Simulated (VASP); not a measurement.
# Ti3O2 (R-3c) in VASP: single point with PBEsol

Aim: the single point of Ti3O2 with PBEsol.

All numbers are computed with VASP 6.6.1; they aren't measurements. Logs are shortened: lines on timing, memory, paths and dates and some standing lists are left out, and cuts for length are marked.

## 1. The cell of the first run

The structure is trigonal, space group R-3c (No. 167). Conventional cell: a = 5.102 Å, b = 5.102 Å, c = 14.861 Å, α = 90.00°, β = 90.00°, γ = 120.00°. Within 2.7 Å of Ti (site symmetry 2) lie 4 O at 2.07 to 2.13 Å. O (site symmetry 3) has 6 Ti at 2.07 to 2.13 Å and 1 O at 2.60 Å within 2.7 Å.

## 2. Single point, PBEsol, collinear spin

INCAR

```
  PREC = Accurate
  ENCUT = 520
  EDIFF = 1E-7
  ISMEAR = 0
  SIGMA = 0.1
  LREAL = False
  LASPH = True
  NELM = 150
  ALGO = Normal
  ISIF = 2
  LWAVE = False
  LCHARG = False
  ISPIN = 2
  MAGMOM = 1 1 1 1 1 1 0 0 0 0
  LORBIT = 11
  LMAXMIX = 4
  GGA = PS
  NBANDS = 63
```

KPOINTS

```
regular mesh
0
Gamma
  6 6 6
```

POSCAR

```
Ti3O2
1.0
    2.5510662879      1.4728588081      4.9537952125
   -2.5510662879      1.4728588081      4.9537952125
    0.0000000000     -2.9457176161      4.9537952125
Ti O
6 4
Direct
    0.9191999400      0.5808000600      0.2500000000
    0.5808000600      0.2500000000      0.9191999400
    0.2500000000      0.9191999400      0.5808000600
    0.7500000000      0.0808000600      0.4191999400
    0.4191999400      0.7500000000      0.0808000600
    0.0808000600      0.4191999400      0.7500000000
    0.8374609500      0.8374609500      0.8374609500
    0.6625390500      0.6625390500      0.6625390500
    0.3374609500      0.3374609500      0.3374609500
    0.1625390500      0.1625390500      0.1625390500
```

Potentials or basis: VASP PAW PBE potentials, release 64 (Ti_sv, O).

The run is started by

```
cat potpaw_PBE.64/Ti_sv/POTCAR potpaw_PBE.64/O/POTCAR > POTCAR
mpirun -np 1 vasp_std > vasp.out
```

OUTCAR:

```text
PREC = Accurate
   ENCUT = 520
   EDIFF = 1E-7
   ISMEAR = 0
   LREAL = False
   LASPH = True
   NELM = 150
   ISIF = 2
   ISPIN = 2
   LORBIT = 11
   GGA = PS

 ion  position               nearest neighbor table
   1  0.919  0.581  0.250-   7 2.07   8 2.07   9 2.13  10 2.13
   2  0.581  0.250  0.919-   7 2.07   8 2.07   9 2.13  10 2.13
   3  0.250  0.919  0.581-   8 2.07   7 2.07  10 2.13   9 2.13
   4  0.750  0.081  0.419-   9 2.07  10 2.07   7 2.13   8 2.13
   5  0.419  0.750  0.081-  10 2.07   9 2.07   8 2.13   7 2.13
   6  0.081  0.419  0.750-   9 2.07  10 2.07   7 2.13   8 2.13
   7  0.837  0.837  0.837-   2 2.07   1 2.07   3 2.07   6 2.13   4 2.13   5 2.13
   8  0.663  0.663  0.663-   3 2.07   1 2.07   2 2.07   6 2.13   5 2.13   4 2.13
   9  0.337  0.337  0.337-   4 2.07   6 2.07   5 2.07   1 2.13   2 2.13   3 2.13
  10  0.163  0.163  0.163-   5 2.07   6 2.07   4 2.07   1 2.13   3 2.13   2 2.13

  LATTYP: Found a trigonal (rhomboedric) cell.
 ALAT       =     5.7634485580
 COS(alpha) =     0.6081601148

  Lattice vectors:

 A1 = (   2.5510662879,   1.4728588081,   4.9537952125)
 A2 = (  -2.5510662879,   1.4728588081,   4.9537952125)
 A3 = (   0.0000000000,  -2.9457176161,   4.9537952125)

Analysis of symmetry for initial positions (statically):
=====================================================================
 Subroutine PRICEL returns:
 Original cell was already a primitive cell.

 Routine SETGRP: Setting up the symmetry group for a
 trigonal (rhombohedral) supercell.

 Subroutine GETGRP returns: Found 12 space group operations
 (whereof  6 operations were pure point group operations)
 out of a pool of 12 trial point group operations.

The static configuration has the point symmetry S_6 .
 The point group associated with its full space group is D_3d.

Analysis of symmetry for dynamics (positions and initial velocities):
=====================================================================
 Subroutine PRICEL returns:
 Original cell was already a primitive cell.

 Routine SETGRP: Setting up the symmetry group for a
 trigonal (rhombohedral) supercell.

 Subroutine GETGRP returns: Found 12 space group operations
 (whereof  6 operations were pure point group operations)
 out of a pool of 12 trial point group operations.

The dynamic configuration has the point symmetry S_6 .
 The point group associated with its full space group is D_3d.

Analysis of structural, dynamic, and magnetic symmetry:
=====================================================================
 Subroutine PRICEL returns:
 Original cell was already a primitive cell.

 Routine SETGRP: Setting up the symmetry group for a
 trigonal (rhombohedral) supercell.

 Subroutine GETGRP returns: Found 12 space group operations
 (whereof  6 operations were pure point group operations)
 out of a pool of 12 trial point group operations.

The overall configuration has the point symmetry S_6 .
 The point group associated with its full space group is D_3d.

 Subroutine INISYM returns: Found 12 space group operations
 (whereof  6 operations are pure point group operations),
 and found     1 'primitive' translations

----------------------------------------------------------------------------------------

                                     Primitive cell

  volume of cell :     111.6792

  direct lattice vectors                    reciprocal lattice vectors
     2.551066288  1.472858808  4.953795213     0.195996475  0.113158618  0.067288477
    -2.551066288  1.472858808  4.953795213    -0.195996475  0.113158618  0.067288477
     0.000000000 -2.945717616  4.953795213     0.000000000 -0.226317235  0.067288477

  length of vectors
     5.763448558  5.763448558  5.763448558     0.236108513  0.236108513  0.236108513

  position of ions in fractional coordinates (direct lattice)
     0.919199940  0.580800060  0.250000000
     0.580800060  0.250000000  0.919199940
     0.250000000  0.919199940  0.580800060
     0.750000000  0.080800060  0.419199940
     0.419199940  0.750000000  0.080800060
[... 80 lines left out ...]
 SYSTEM =  unknown system
   PREC   = accura    normal or accurate (medium, high low for compatibility)
   ISTART =      0    job   : 0-new  1-cont  2-samecut
   ICHARG =      2    charge: 1-file 2-atom 10-const
   ISPIN  =      2    spin polarized calculation?
   LNONCOLLINEAR =      F non collinear calculations
   LSORBIT =      F    spin-orbit coupling
   LASPH  =      T    aspherical Exc in radial PAW
   ENCUT  =  520.0 eV  38.22 Ry    6.18 a.u.  10.72 10.72 10.72*2*pi/ulx,y,z
   NELM   =    150;   NELMIN=  2; NELMDL= -5     # of ELM steps
   EDIFF  = 0.1E-06   stopping-criterion for ELM
   LREAL  =      F    real-space projection
   EDIFFG = 0.1E-05   stopping-criterion for IOM
   NSW    =      0    number of steps for IOM
   IBRION =     -1    ionic relax: 0-MD 1-quasi-New 2-CG
   NFREE  =      0    steps in history (QN), initial steepest desc. (CG)
   ISIF   =      2    stress and relaxation
   ISYM   =      2    0-nonsym 1-usesym 2-fastsym
   POTIM  = 0.5000    time-step for ionic-motion
   TEBEG  =    0.0;   TEEND  =   0.0 temperature during run
   PSTRESS=    0.0 pullay stress
   NELECT =      96.0000    total number of electrons
   NUPDOWN=      -1.0000    fix difference up-down
   EMIN   =  10.00;   EMAX   =-10.00  energy-range for DOS
   EFERMI =   0.00;   METHOD = LEGACY
   ISMEAR =     0;   SIGMA  =   0.10  broadening in eV -4-tet -1-fermi 0-gaus
   EFERMI_NEDOS =   21; number of points for ismear=-14 and -15
   IALGO  =     38    algorithm
   IMIX   =      4    mixing-type and parameters
     AMIX     =   0.40;   BMIX     =  1.00
     AMIX_MAG =   1.60;   BMIX_MAG =  1.00
  volume/ion in A,a.u.               =      11.17        75.36
  Fermi-wavevector in a.u.,A,eV,Ry     =   1.556591  2.941531 32.966585  2.422976
  Thomas-Fermi vector in A             =   2.660365
   LORBIT       =     11    0 simple, 1 ext, 2 COOP (PROOUT), +10 PAW based schemes
   GGA     = PS    functional components
   LHFCALC =     F    Hartree Fock is set to
   AEXX    =    0.0000 exact exchange contribution
   IVDW    =     0    specifies the selected vdW correction
   LEPSILON=     F    determine dielectric tensor
   LRPA    =     F    only Hartree local field effects (RPA)
 spin polarized calculation
 Gauss-broadening in eV      SIGMA  =   0.10
  energy-cutoff  :      520.00
  volume of cell :      111.68
 maximum number of plane-waves:      3031
 NGX is ok and might be reduce to    48
   NGX = 21   NGY = 21   NGZ = 21

 number of electron      96.0000005 magnetization       0.0002133

 number of electron      96.0000005 magnetization      -0.0000645

 Free energy of the ion-electron system (eV)
  ---------------------------------------------------
  ext. energy  EPLUGINS =         0.00000000
  ---------------------------------------------------
  free energy    TOTEN  =       -92.98499751 eV

  energy without entropy =      -92.97329207  energy(sigma->0) =      -92.97914479

 E-fermi :  10.2843     XC(G=0): -12.6709

 val. band max:       10.2319089079   @ k =   0.3333   0.3333   0.0000
 cond. band min:      10.3604233844   @ k =  -0.3333  -0.3333   0.1667
 fundamental gap:      0.1285144765
 Fermi energy:        10.2843351257

 spin component 1

 k-point     1 :       0.0000    0.0000    0.0000
  band No.  band energies     occupation
      1     -46.8368      1.00000
      2     -46.7388      1.00000
      3     -46.7003      1.00000
      4     -46.7003      1.00000
      5     -46.6956      1.00000
      6     -46.6956      1.00000
[... 1501 lines left out ...]
     59      12.5971      0.00000
     60      12.6328      0.00000

 [... further k-points ...]

 spin component 2

 k-point     1 :       0.0000    0.0000    0.0000
  band No.  band energies     occupation
      1     -46.8368      1.00000
      2     -46.7388      1.00000
      3     -46.7002      1.00000
      4     -46.7002      1.00000
      5     -46.6956      1.00000
      6     -46.6956      1.00000
[... 1501 lines left out ...]
     59      12.5971      0.00000
     60      12.6328      0.00000

 [... further k-points ...]

 [bands above 60 left out]

------------------------ aborting loop because EDIFF is reached ----------------------------------------

  FORCE on cell =-STRESS in cart. coord.  units (eV):
  Direction    XX          YY          ZZ          XY          YZ          ZX
  --------------------------------------------------------------------------------------
  -------------------------------------------------------------------------------------
  Total       -3.6241442     -3.6241442     -3.6413113     -0.0000000     -0.0000000      0.0000000
  in kB      -51.9928820    -51.9928820    -52.2391660     -0.0000000     -0.0000000      0.0000000
  external PRESSURE =     -52.0749767 kB  Pullay stress =       0.0000000 kB

 VOLUME and BASIS-vectors are now :
 -----------------------------------------------------------------------------
  energy-cutoff  :      520.00
  volume of cell :      111.68
      direct lattice vectors                 reciprocal lattice vectors
     2.551066288  1.472858808  4.953795213     0.195996475  0.113158618  0.067288477
    -2.551066288  1.472858808  4.953795213    -0.195996475  0.113158618  0.067288477
     0.000000000 -2.945717616  4.953795213     0.000000000 -0.226317235  0.067288477

 POSITION                                       TOTAL-FORCE (eV/Angst)
 -----------------------------------------------------------------------------------
      0.86328      1.47286      8.66914         0.156194      0.000000     -0.000000
      0.84389     -1.48405      8.66914        -0.078097     -0.135268      0.000000
     -1.70717      0.01119      8.66914        -0.078097      0.135268      0.000000
      1.70717     -0.01119      6.19224         0.078097     -0.135268      0.000000
     -0.84389      1.48405      6.19224         0.078097      0.135268      0.000000
     -0.86328     -1.47286      6.19224        -0.156194     -0.000000      0.000000
      0.00000      0.00000     12.44583         0.000000      0.000000      0.036045
      0.00000      0.00000      9.84625         0.000000     -0.000000     -0.036045
      0.00000      0.00000      5.01514         0.000000      0.000000      0.036045
      0.00000      0.00000      2.41556         0.000000     -0.000000     -0.036045
 -----------------------------------------------------------------------------------
    total drift:                                0.000000      0.000000     -0.000000

  FREE ENERGIE OF THE ION-ELECTRON SYSTEM (eV)
  ---------------------------------------------------
  free  energy   TOTEN  =       -92.9849975058 eV

  energy  without entropy=      -92.9732920677  energy(sigma->0) =      -92.97914479

 total charge

# of ion       s       p       d       tot
------------------------------------------
    1        2.173   6.162   2.006  10.340
    2        2.173   6.162   2.006  10.340
    3        2.173   6.162   2.006  10.340
    4        2.173   6.162   2.006  10.340
    5        2.173   6.162   2.006  10.340
    6        2.173   6.162   2.006  10.340
    7        1.550   3.498   0.000   5.048
    8        1.550   3.498   0.000   5.048
    9        1.550   3.498   0.000   5.048
   10        1.550   3.498   0.000   5.048
--------------------------------------------------
tot         19.235  50.961  12.035  82.231

 magnetization (x)

# of ion       s       p       d       tot
------------------------------------------
    1       -0.000  -0.000   0.000   0.000
    2       -0.000  -0.000   0.000   0.000
    3       -0.000  -0.000   0.000   0.000
    4       -0.000  -0.000   0.000   0.000
    5       -0.000  -0.000   0.000   0.000
    6       -0.000  -0.000   0.000   0.000
    7        0.000   0.000   0.000   0.000
    8        0.000   0.000   0.000   0.000
    9        0.000   0.000   0.000   0.000
   10        0.000   0.000   0.000   0.000
--------------------------------------------------
tot         -0.000   0.000   0.000   0.000
```

Run time: 13 min. Hardware: 1 thread of Oxide Virtual Turin-like, shared host; peak memory 0.55 GiB.

Results:

| Item | Value |
| --- | --- |
| Free energy | -92.9850 eV |
| Pressure | -5.2 GPa |
| Largest force | 0.156 eV/Å |
| Band gap on the k mesh | zero (filled and empty bands overlap) |
| Net moment | 0.00 μB per cell |
| Valence electrons inside the program's atomic spheres | Ti 10.34; O 5.05 |

Forces in eV/Å, atoms in the order of the input:
```
Ti   0.156  0.000  0.000
Ti  -0.078 -0.135  0.000
Ti  -0.078  0.135  0.000
Ti   0.078 -0.135  0.000
Ti   0.078  0.135  0.000
Ti  -0.156  0.000  0.000
O    0.000  0.000  0.036
O    0.000  0.000 -0.036
O    0.000  0.000  0.036
O    0.000  0.000 -0.036
```

Caveat: the cell stands under tension; the PAW data sets were made with another functional, which shifts forces and pressure a little.

The gap in the log of VASP goes by the Fermi energy; the results here count the filled bands.